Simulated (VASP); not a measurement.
Runs of VASP 6.6.1 on ZnAg. The structure is that of space group Pm-3m (No. 221), or close to it. The cells are those of the table. 

```tsv
task	cell	gap on the mesh (eV)	pressure (GPa)
electric field gradients	a = 3.177 Å, 2 atoms	none	-9.3
single point	a = 3.218 Å, 2 atoms	none	-11.8
electric field gradients	a = 3.188, b = 3.188, c = 3.156 Å, 2 atoms	none	-9.3
single point	a = 3.145 Å, 2 atoms	none	(b)
electric field gradients	a = 3.218 Å, 2 atoms	none	-11.9
electric field gradients	a = 3.145 Å, 2 atoms	none	-6.8
single point	a = 3.113 Å, 2 atoms	none	-3.6
electric field gradients	a = 3.198 Å, 2 atoms	none	-10.7
single point	a = 3.177 Å, 2 atoms	none	-9.2
electric field gradients	a = 3.113 Å, 2 atoms	none	(a)
```

Alike in all rows: level LDA; potentials or basis VASP PAW LDA potentials, release 64 (Zn, Ag); no spin polarisation; k mesh 12 × 12 × 12; cutoff (eV) 520; smearing fermi-dirac 0.03 eV.

Q: Fill in the values left out.

A: (a) -3.7; (b) -6.7.

A k mesh can miss the band edges, and the runs leave out spin-orbit coupling on Ag.

A gap of «none» marks levels without a gap at the run's occupations.
